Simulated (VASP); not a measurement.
# Al4InFe2Ge4 (C2/m) in VASP: single point with PBE

Aim: the single point of Al4InFe2Ge4 with PBE.

Everything below comes from runs of VASP 6.6.1. Logs are shortened: lines on timing, memory, paths and dates and some standing lists are left out, and cuts for length are marked.

## (1) The cell of the first run

It takes space group C2/m (No. 12, monoclinic). The conventional cell has a = 14.209 Å, b = 3.843 Å, c = 6.420 Å, α = 90.00°, β = 107.06°, γ = 90.00°. Within 3.5 Å of Al (site symmetry m) lie 5 Ge at 2.68 to 2.83 Å and 3 Fe at 2.86 to 3.10 Å and 2 In at 3.01 Å and 5 Al at 3.22 to 3.44 Å. Within 3.6 Å of Al (site symmetry m) lie 7 Ge at 2.69 to 3.08 Å and 3 Fe at 2.77 to 2.81 Å and 2 In at 3.06 Å and 4 Al at 3.22 to 3.44 Å. Fe (site symmetry m) has 4 Ge at 2.19 to 2.23 Å and 4 Al at 2.77 to 2.86 Å and 2 Fe at 2.85 Å within 2.9 Å. In (site symmetry 2/m) has 4 Ge at 2.65 to 2.98 Å and 8 Al at 3.01 to 3.06 Å within 3.5 Å. Within 2.9 Å of Ge (site symmetry m) lie 1 Fe at 2.21 Å and 1 Ge at 2.29 Å and 1 In at 2.65 Å and 6 Al at 2.68 to 2.87 Å. Within 2.9 Å of Ge (site symmetry m) lie 3 Fe at 2.19 to 2.23 Å and 5 Al at 2.71 to 2.83 Å.

## (2) Single point, PBE

File INCAR:

```
SYSTEM = Al4InFe2Ge4
ALGO = Normal ; EDIFF = 1E-6
ENCUT = 520 ; GGA = PE
ISIF = 2 ; ISMEAR = -1
LASPH = .TRUE. ; LCHARG = .FALSE.
LREAL = .FALSE. ; LUSENCCL = .FALSE.
LWAVE = .FALSE. ; NBANDS = 60
NELM = 100 ; PREC = Accurate
SIGMA = 0.0276
```

File KPOINTS:

```
k-points
0
G
  6 6 4
  0 0 0
```

File POSCAR:

```
Al4InFe2Ge4
1.0
    0.0000000000      3.8432940000      0.0000000000
    7.1045910000     -1.9216470000      0.0000000000
    1.8841070000      0.0000000000     -6.1377310000
Al Fe In Ge
4 2 1 4
Direct
    0.3475400000      0.6950800000      0.9378500000
    0.6524600000      0.3049200000      0.0621500000
    0.5882300000      0.1764600000      0.6215400000
    0.4117700000      0.8235400000      0.3784600000
    0.2176300000      0.4352600000      0.3723800000
    0.7823700000      0.5647400000      0.6276200000
    0.0000000000      0.0000000000      0.0000000000
    0.0659000000      0.1318000000      0.3457900000
    0.9341000000      0.8682000000      0.6542100000
    0.2091300000      0.4182600000      0.7243500000
    0.7908700000      0.5817400000      0.2756500000
```

Potentials or basis: VASP PAW PBE potentials, release 64 (Al, Fe, In_d, Ge_d).

Run with:

```bash
> cat potpaw_PBE.64/Al/POTCAR potpaw_PBE.64/Fe/POTCAR potpaw_PBE.64/In_d/POTCAR potpaw_PBE.64/Ge_d/POTCAR > POTCAR
> mpirun -np 1 vasp_std > vasp.out
```

OUTCAR:

```text
SYSTEM = Al4InFe2Ge4
   EDIFF = 1E-6
   ENCUT = 520
   GGA = PE
   ISIF = 2
   ISMEAR = -1
   LASPH = .TRUE.
   LREAL = .FALSE.
   NELM = 100
   PREC = Accurate

 ion  position               nearest neighbor table
   1  0.348  0.695  0.938-   9 2.68   9 2.68  10 2.71  11 2.83  11 2.83   5 2.86   7 3.01   7 3.01
                             6 3.10   6 3.10   4 3.22   2 3.27   2 3.27
   2  0.652  0.305  0.062-   8 2.68   8 2.68  11 2.71  10 2.83  10 2.83   6 2.86   7 3.01   7 3.01
                             5 3.10   5 3.10   3 3.22   1 3.27   1 3.27
   3  0.588  0.176  0.622-   8 2.69   8 2.69   6 2.77  10 2.78  10 2.78   5 2.81   5 2.81   9 2.87
                             9 2.87   7 3.06   7 3.06  11 3.08   2 3.22   4 3.32
   4  0.412  0.824  0.378-   9 2.69   9 2.69   5 2.77  11 2.78  11 2.78   6 2.81   6 2.81   8 2.87
                             8 2.87   7 3.06   7 3.06  10 3.08   1 3.22   3 3.32
   5  0.218  0.435  0.372-  11 2.19  11 2.19   8 2.21  10 2.23   4 2.77   3 2.81   3 2.81   6 2.85
                             6 2.85   1 2.86   2 3.10   2 3.10
   6  0.782  0.565  0.628-  10 2.19  10 2.19   9 2.21  11 2.23   3 2.77   4 2.81   4 2.81   5 2.85
                             5 2.85   2 2.86   1 3.10   1 3.10
   7  0.000  0.000  0.000-   8 2.65   9 2.65  10 2.98  11 2.98   2 3.01   1 3.01   2 3.01   1 3.01
                             4 3.06   3 3.06   3 3.06   4 3.06
   8  0.066  0.132  0.346-   5 2.21   9 2.29   7 2.65   2 2.68   2 2.68   3 2.69   3 2.69   4 2.87
                             4 2.87
   9  0.934  0.868  0.654-   6 2.21   8 2.29   7 2.65   1 2.68   1 2.68   4 2.69   4 2.69   3 2.87
                             3 2.87
  10  0.209  0.418  0.724-   6 2.19   6 2.19   5 2.23   1 2.71   3 2.78   3 2.78   2 2.83   2 2.83
                             7 2.98   4 3.08
  11  0.791  0.582  0.276-   5 2.19   5 2.19   6 2.23   2 2.71   4 2.78   4 2.78   1 2.83   1 2.83
                             7 2.98   3 3.08

  LATTYP: Found a base centered monoclinic cell.
 ALAT       =    14.2091820000
 B/A-ratio  =     0.2704796096
 C/A-ratio  =     0.4518490263
 COS(beta)  =    -0.2934560959

  Lattice vectors:

 A1 = (  -7.1045910000,  -1.9216470000,   0.0000000000)
 A2 = (  -7.1045910000,   1.9216470000,   0.0000000000)
 A3 = (   1.8841070000,   0.0000000000,  -6.1377310000)

Analysis of symmetry for initial positions (statically):
=====================================================================
 Subroutine PRICEL returns:
 Original cell was already a primitive cell.

 Routine SETGRP: Setting up the symmetry group for a
 base centered monoclinic supercell.

 Subroutine GETGRP returns: Found  4 space group operations
 (whereof  4 operations were pure point group operations)
 out of a pool of  4 trial point group operations.

The static configuration has the point symmetry C_2h.

Analysis of symmetry for dynamics (positions and initial velocities):
=====================================================================
 Subroutine PRICEL returns:
 Original cell was already a primitive cell.

 Routine SETGRP: Setting up the symmetry group for a
 base centered monoclinic supercell.

 Subroutine GETGRP returns: Found  4 space group operations
 (whereof  4 operations were pure point group operations)
 out of a pool of  4 trial point group operations.

The dynamic configuration has the point symmetry C_2h.

 Subroutine INISYM returns: Found  4 space group operations
 (whereof  4 operations are pure point group operations),
 and found     1 'primitive' translations

----------------------------------------------------------------------------------------

                                     Primitive cell

  volume of cell :     167.5909

  direct lattice vectors                    reciprocal lattice vectors
     0.000000000  3.843294000  0.000000000     0.070377028  0.260193469  0.021603725
     7.104591000 -1.921647000  0.000000000     0.140754056 -0.000000000  0.043207450
     1.884107000  0.000000000 -6.137731000     0.000000000  0.000000000 -0.162926658

  length of vectors
     3.843294000  7.359887259  6.420405051     0.270407634  0.147236504  0.162926658

  position of ions in fractional coordinates (direct lattice)
     0.347540000  0.695080000  0.937850000
     0.652460000  0.304920000  0.062150000
     0.588230000  0.176460000  0.621540000
     0.411770000  0.823540000  0.378460000
     0.217630000  0.435260000  0.372380000
     0.782370000  0.564740000  0.627620000
     0.000000000  0.000000000  0.000000000
     0.065900000  0.131800000  0.345790000
     0.934100000  0.868200000  0.654210000
     0.209130000  0.418260000  0.724350000
     0.790870000  0.581740000  0.275650000

  ion indices of the primitive-cell ions
   primitive index   ion index
                 1           1
                 2           2
                 3           3
                 4           4
                 5           5
                 6           6
                 7           7
                 8           8
                 9           9
                10          10
                11          11

----------------------------------------------------------------------------------------

 KPOINTS: k-points

Automatic generation of k-mesh.
 Grid dimensions read from file:
 generate k-points for:    6    6    4

 Generating k-lattice:

  Cartesian coordinates                     Fractional coordinates (reciprocal lattice)
     0.011729505  0.043365578  0.003600621     0.166666667  0.000000000  0.000000000
     0.023459009 -0.000000000  0.007201242     0.000000000  0.166666667  0.000000000
     0.000000000  0.000000000 -0.040731665     0.000000000  0.000000000  0.250000000

  Length of vectors
     0.045067939  0.024539417  0.040731665

  Shift w.r.t. Gamma in fractional coordinates (k-lattice)
     0.000000000  0.000000000  0.000000000

 Subroutine IBZKPT returns following result:
 ===========================================

 Found     47 irreducible k-points:

 Following reciprocal coordinates:
            Coordinates               Weight
  0.000000  0.000000  0.000000      1.000000
  0.166667  0.000000  0.000000      4.000000
  0.333333  0.000000  0.000000      4.000000
  0.500000  0.000000  0.000000      2.000000
  0.000000  0.166667  0.000000      2.000000
  0.166667  0.166667  0.000000      4.000000
[... 16 lines left out ...]
  0.500000  0.166667  0.250000      4.000000
 -0.333333  0.166667  0.250000      4.000000
 [... further k-points ...]
   k-points           NKPTS =     47   k-points in BZ     NKDIM =     47   number of bands    NBANDS=     60
   number of dos      NEDOS =    301   number of ions     NIONS =     11
   total plane-waves  NPLWV =  80640
   dimension x,y,z NGX =    30 NGY =   56 NGZ =   48
   dimension x,y,z NGXF=    60 NGYF=  112 NGZF=   96
   ions per type =               4   2   1   4
   NGX,Y,Z   is equivalent  to a cutoff of  12.98, 12.65, 12.43 a.u.
   NGXF,Y,Z  is equivalent  to a cutoff of  25.95, 25.30, 24.86 a.u.
 SYSTEM =  Al4InFe2Ge4
   PREC   = accura    normal or accurate (medium, high low for compatibility)
   ISTART =      0    job   : 0-new  1-cont  2-samecut
   ICHARG =      2    charge: 1-file 2-atom 10-const
   ISPIN  =      1    spin polarized calculation?
   LNONCOLLINEAR =      F non collinear calculations
   LSORBIT =      F    spin-orbit coupling
   LASPH  =      T    aspherical Exc in radial PAW
   ENCUT  =  520.0 eV  38.22 Ry    6.18 a.u.   7.15 13.68 11.94*2*pi/ulx,y,z
   NELM   =    100;   NELMIN=  2; NELMDL= -5     # of ELM steps
   EDIFF  = 0.1E-05   stopping-criterion for ELM
   LREAL  =      F    real-space projection
   EDIFFG = 0.1E-04   stopping-criterion for IOM
   NSW    =      0    number of steps for IOM
   IBRION =     -1    ionic relax: 0-MD 1-quasi-New 2-CG
   NFREE  =      0    steps in history (QN), initial steepest desc. (CG)
   ISIF   =      2    stress and relaxation
   ISYM   =      2    0-nonsym 1-usesym 2-fastsym
   POTIM  = 0.5000    time-step for ionic-motion
   TEBEG  =    0.0;   TEEND  =   0.0 temperature during run
   PSTRESS=    0.0 pullay stress
   NELECT =      97.0000    total number of electrons
   NUPDOWN=      -1.0000    fix difference up-down
   EMIN   =  10.00;   EMAX   =-10.00  energy-range for DOS
   EFERMI =   0.00;   METHOD = LEGACY
   ISMEAR =    -1;   SIGMA  =   0.03  broadening in eV -4-tet -1-fermi 0-gaus
   EFERMI_NEDOS =   21; number of points for ismear=-14 and -15
   IALGO  =     38    algorithm
   IMIX   =      4    mixing-type and parameters
     AMIX     =   0.40;   BMIX     =  1.00
     AMIX_MAG =   1.60;   BMIX_MAG =  1.00
  volume/ion in A,a.u.               =      15.24       102.81
  Fermi-wavevector in a.u.,A,eV,Ry     =   1.364317  2.578185 25.325345  1.861360
  Thomas-Fermi vector in A             =   2.490643
   LORBIT       =      0    0 simple, 1 ext, 2 COOP (PROOUT), +10 PAW based schemes
   GGA     = PE    functional components
   LHFCALC =     F    Hartree Fock is set to
   AEXX    =    0.0000 exact exchange contribution
   IVDW    =     0    specifies the selected vdW correction
   LEPSILON=     F    determine dielectric tensor
   LRPA    =     F    only Hartree local field effects (RPA)
 non-spin polarized calculation
  energy-cutoff  :      520.00
  volume of cell :      167.59
 maximum number of plane-waves:      4531
 NGX is ok and might be reduce to    30
   NGX = 15   NGY = 27   NGZ = 23

 number of electron      97.0000007 magnetization

 Free energy of the ion-electron system (eV)
  ---------------------------------------------------
  ext. energy  EPLUGINS =         0.00000000
  ---------------------------------------------------
  free energy    TOTEN  =       -48.60433100 eV

  energy without entropy =      -48.58394863  energy(sigma->0) =      -48.59413982

 E-fermi :   8.7378     XC(G=0): -11.5356

 val. band max:        8.7096132646   @ k =   0.1667   0.3333   0.2500
 cond. band min:       8.7379744238   @ k =   0.5000   0.0000   0.2500
 fundamental gap:      0.0283611593
 Fermi energy:         8.7377761181

 k-point     1 :       0.0000    0.0000    0.0000
  band No.  band energies     occupation
      1     -16.2643      2.00000
      2     -16.1377      2.00000
      3     -16.1264      2.00000
      4     -16.0496      2.00000
      5     -16.0427      2.00000
      6     -16.0175      2.00000
[... 1501 lines left out ...]
     59      12.2427      0.00000
     60      12.5385      0.00000

 [... further k-points ...]
[... 5 lines left out ...]
  --------------------------------------------------------------------------------------
  -------------------------------------------------------------------------------------
  Total       17.8781844     18.2278903     12.5862563      0.0000000      0.0000000      0.0923471
  in kB      170.9162890    174.2594941    120.3252058      0.0000000      0.0000000      0.8828425
  external PRESSURE =     155.1669963 kB  Pullay stress =       0.0000000 kB

 VOLUME and BASIS-vectors are now :
 -----------------------------------------------------------------------------
  energy-cutoff  :      520.00
  volume of cell :      167.59
      direct lattice vectors                 reciprocal lattice vectors
     0.000000000  3.843294000  0.000000000     0.070377028  0.260193469  0.021603725
     7.104591000 -1.921647000  0.000000000     0.140754056 -0.000000000  0.043207450
     1.884107000  0.000000000 -6.137731000     0.000000000  0.000000000 -0.162926658

 POSITION                                       TOTAL-FORCE (eV/Angst)
 -----------------------------------------------------------------------------------
      6.70527      0.00000     -5.75627        -0.591815     -0.000000     -0.472174
      2.28343      1.92165     -0.38146         0.591815      0.000000      0.472174
      2.42472      1.92165     -3.81485         0.634418      0.000000      0.143474
      6.56397     -0.00000     -2.32289        -0.634418      0.000000     -0.143474
      3.79395      0.00000     -2.28557        -0.174598      0.000000      0.281786
      5.19475      1.92165     -3.85216         0.174598     -0.000000     -0.281786
      0.00000      0.00000      0.00000         0.000000     -0.000000      0.000000
      1.58789      0.00000     -2.12237         0.492094      0.000000      1.363825
      7.40081      1.92165     -4.01536        -0.492094      0.000000     -1.363825
      4.33632      0.00000     -4.44587        -1.059298      0.000000     -2.469475
      4.65238      1.92165     -1.69187         1.059298      0.000000      2.469475
 -----------------------------------------------------------------------------------
    total drift:                               -0.000000     -0.000000      0.000000

  FREE ENERGIE OF THE ION-ELECTRON SYSTEM (eV)
  ---------------------------------------------------
  free  energy   TOTEN  =       -48.6043310026 eV

  energy  without entropy=      -48.5839486288  energy(sigma->0) =      -48.59413982
```

It took 4.1 min on 1 × NVIDIA H100 80GB with 1 thread of AMD EPYC 7R13 (Zen 3), shared host; peak memory 1.6 GiB.

Results:

```yaml
Free_energy: -48.6043 eV
Pressure: 15.5 GPa
Largest_force: 2.687 eV/Å
```

Forces in eV/Å, atoms in the order of the input:
```
Al  -0.592  0.000 -0.472
Al   0.592  0.000  0.472
Al   0.634  0.000  0.143
Al  -0.634  0.000 -0.143
Fe  -0.175  0.000  0.282
Fe   0.175  0.000 -0.282
In   0.000  0.000  0.000
Ge   0.492  0.000  1.364
Ge  -0.492  0.000 -1.364
Ge  -1.059  0.000 -2.469
Ge   1.059  0.000  2.469
```

Caveat: spin-orbit coupling is left out, which moves the levels of the heavy elements; forces of over 1 eV/Å act on the atoms, so gaps and moduli don't describe the material at rest. Spin polarisation is off, so any magnetic state and its effect on volume and gap are missing.
